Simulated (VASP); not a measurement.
Runs of VASP 6.6.1 on NbAs. The structure is that of space group Fm-3m (No. 225), or close to it. The cells are those of the table. 

```csv
task,cell,k mesh,cutoff (eV),gap on the mesh (eV),pressure (GPa),relaxed volume (Å³/atom)
relaxation of cell and atoms,"relaxed from a = 3.737 Å, angles 60.0°, 2 atoms",18 × 18 × 18,600,-,0.0,18.33
single point,"a = 3.729 Å, angles 60.0°, 2 atoms",18 × 18 × 18,520,none,0.0,-
single point,"a = 3.737 Å, angles 60.0°, 2 atoms",6 × 6 × 6,520,none,(a),-
relaxation of cell and atoms,"relaxed from a = 3.675 Å, angles 60.0°, 2 atoms",6 × 6 × 6,600,-,-0.1,18.42
```

Alike in all rows: level PBE; potentials or basis VASP PAW PBE potentials, release 64 (Nb_sv, As); no spin polarisation; smearing gaussian 0.1 eV.

Fill in the values left out.

(a) -0.3.

Caveats: the highest band is partly filled, so the run has too few bands (at least some runs).

A k mesh can miss the band edges, and the runs leave out spin-orbit coupling on As, Nb.

A gap of «none» marks levels without a gap at the run's occupations.
